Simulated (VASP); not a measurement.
Here is a VASP 6.6.1 calculation.

The input INCAR:

```
ALGO = Normal
EDIFF = 1E-7
ENCUT = 520
GGA = PE
ISIF = 2
ISMEAR = 0
IVDW = 12
LASPH = True
LCHARG = False
LREAL = False
LWAVE = False
NBANDS = 35
NELM = 60
PREC = Accurate
SIGMA = 0.05
```

Contents of KPOINTS:

```
k-points
0
Gamma
  12 12 4
```

File POSCAR:

```
SnO2
1.0
    3.2759337038      0.0000000000      0.0000000000
   -1.6379668519      2.8370418087      0.0000000000
    0.0000000000      0.0000000000     10.1272214521
Sn O
2 4
Direct
    0.0000000000      0.0000000000      0.5000000000
    0.0000000000      0.0000000000      0.0000000000
    0.6666666667      0.3333333333      0.4017901367
    0.6666666667      0.3333333333      0.0982098633
    0.3333333333      0.6666666667      0.5982098633
    0.3333333333      0.6666666667      0.9017901367
```

Potentials or basis: VASP PAW PBE potentials, release 64 (Sn_d, O).

Launch:

```bash
$ cat potpaw_PBE.64/Sn_d/POTCAR potpaw_PBE.64/O/POTCAR > POTCAR
$ mpirun -np 1 vasp_std > vasp.out
```

(1) Predict the band gap on the k mesh.

(2) Predict the dispersion energy per atom.

(3) Estimate the largest force.

(4) Estimate the pressure.

Answers

(1) 1.63 eV (least direct gap 1.98 eV).

(2) -0.161 eV.

(3) 0.084 eV/Å.

(4) -4.1 GPa.

Caveat: the cell stands under tension; spin-orbit coupling is left out, which moves the levels of the heavy elements.
